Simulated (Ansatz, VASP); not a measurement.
**GaP in VASP and in Ansatz**

INCAR

```
SYSTEM = GaP
PREC = Accurate
ENCUT = 400
EDIFF = 1E-8
ISMEAR = -1
SIGMA = 0.08
LREAL = .FALSE.
LASPH = .TRUE.
NELM = 120
ALGO = Normal
ISIF = 2
LWAVE = .FALSE.
LCHARG = .FALSE.
GGA = PS
LEFG = .TRUE.
NBANDS = 16
GGA_COMPAT = .FALSE.
```

KPOINTS

```
Automatic mesh
0
G
  12 12 12
  0 0 0
```

The input POSCAR:

```
GaP
1.0
    0.0000000000      2.7252500000      2.6979975000
    2.7252500000      0.0000000000      2.6979975000
    2.7252500000      2.7252500000      0.0000000000
Ga P
1 1
Direct
    0.0000000000      0.0000000000      0.0000000000
    0.7500000000      0.7500000000      0.7500000000
```

Input for Ansatz:

```yaml
crystal:
  lattice:
    - [0.0, 2.72525, 2.6979975]
    - [2.72525, 0.0, 2.6979975]
    - [2.72525, 2.72525, 0.0]
  atoms:
    - { symbol: Ga, position: [0.0, 0.0, 0.0] }
    - { symbol: P, position: [0.75, 0.75, 0.75] }
kpoints:
  mp_grid: { grid: [12, 12, 12] }
scf:
  occupations: { method: fermi_dirac, width: 0.08 }
hamiltonian:
  xc: pbesol
  pseudopotentials: { kind: paw }
output:
  forces: true
  stress: true
  eigenvalues: true
  efg: { contact_densities: true }
```

Change from the starting cell: zz strain of -1 %, PAW files.

Alike in both runs: task electric field gradients; functional PBEsol; k mesh 12 × 12 × 12; occupations fermi-dirac, width 0.08 eV; no spin polarisation.

|  | VASP | Ansatz |
| --- | --- | --- |
| version | VASP 6.6.1 | Ansatz 0.2.0 |
| potentials or method | VASP PAW PBE potentials, release 64 (Ga_d, P) | PAW with Ansatz's default frozen-core files, scalar-relativistic |
| plane-wave cutoff (eV) | 400 | 420 |
| valence electrons in the cell | 18 | 18 |

```tsv
	VASP	Ansatz	Ansatz less VASP
size of Vzz on the site where it differs most (V/Å²)	1.7	2.0	+0.27
```

VASP's potentials were made for PBE, not for PBEsol. The functional is the same, so the differences come from potentials, cutoffs and numerics.
